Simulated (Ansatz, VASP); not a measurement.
# Two plane-wave programs on SrTiO3

```xyz
5
Lattice="3.9050 0.0000 0.0000 0.0000 3.9050 0.0000 0.0000 0.0000 3.9050" Properties=species:S:1:pos:R:3 pbc="T T T"
Sr    0.0000    0.0000    0.0000
Ti    1.9525    1.9525    1.9525
O     0.0000    1.9525    1.9525
O     1.9525    0.0000    1.9525
O     1.9525    1.9525    0.0000
```

Alike in both runs: task relaxation of cell and atoms; functional PBE; k mesh 8 × 8 × 8; occupations gaussian, width 0.02 eV; no spin polarisation; Hubbard terms Ti d U = 4.0 eV.

|  | VASP | Ansatz |
| --- | --- | --- |
| version | VASP 6.6.1 | Ansatz 0.2.0 |
| potentials or method | VASP PAW PBE potentials, release 64 (Sr_sv, Ti_sv, O), cutoff 600 eV | scalar-relativistic, plane waves, PAW |
| valence electrons in the cell | 40 | 40 |

Ansatz gave:

```
gap on the k mesh at the Fermi level, each at its own relaxed structure (eV) : 2.30
relaxed volume (Å³/atom)                                                     : 12.30
relaxed cell length with the largest relative difference (Å)                 : 3.947
```

What did VASP give for the same quantities?

gap on the k mesh at the Fermi level, each at its own relaxed structure (eV): 2.27; relaxed volume (Å³/atom): 12.49; relaxed cell length with the largest relative difference (Å): 3.967.

The programs project onto different local orbitals, so the same U acts differently, and such runs can settle in different states.
